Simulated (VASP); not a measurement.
Set up this calculation in VASP 6.6.1, as the native input.

- Task: single point
- Functional: PBE
- Potentials or basis: VASP PAW PBE potentials, release 64 (Co, O)
- Cutoff: 520 eV
- k mesh: 18 × 18 × 18
- Occupations: methfessel-paxton, width 0.05 eV
- Spin: collinear spin, ferromagnetic start
- Starting moments: [2.0, 0.0] μB
- Dipole correction: no
- Further INCAR settings: ALGO = Normal; EDIFF = 1e-06; NBANDS = 18

The structure of CoO lies in POSCAR:

```
CoO
1.0
    0.0000000000      2.1315000000      2.1315000000
    2.1315000000      0.0000000000      2.1315000000
    2.1315000000      2.1315000000      0.0000000000
Co O
1 1
Direct
    0.0000000000      0.0000000000      0.0000000000
    0.5000000000      0.5000000000      0.5000000000
```

The input as run:

INCAR

```
PREC = Accurate ; ENCUT = 520
EDIFF = 1E-6 ; ISMEAR = 1
SIGMA = 0.05 ; LREAL = F
LASPH = T ; NELM = 150
ALGO = Normal ; ISIF = 2
LWAVE = F ; LCHARG = T
ISPIN = 2 ; MAGMOM = 2 0
LORBIT = 11 ; LMAXMIX = 4
GGA = PE ; LELF = T
LVHAR = T ; NBANDS = 18
```

KPOINTS

```
Automatic mesh
0
Gamma
  18 18 18
```

Potentials or basis: VASP PAW PBE potentials, release 64 (Co, O).

Command:

```sh
$ cat potpaw_PBE.64/Co/POTCAR potpaw_PBE.64/O/POTCAR > POTCAR
$ mpirun -np 1 vasp_std > vasp.out
```

Results of the run:

| Item | Value |
| --- | --- |
| Pressure | -2.1 GPa |
| Net moment | 2.96 μB per cell |
| Site moments | Co +2.59; O +0.31 μB |
| Valence electrons inside the program's atomic spheres | Co 7.79; O 4.98 |

Caveat: a cell with one magnetic atom can't hold antiferromagnetic order, which such compounds often take.

It took 3.1 min on 1 thread of Intel Xeon 8259CL (shared host), peak memory 0.23 GiB.
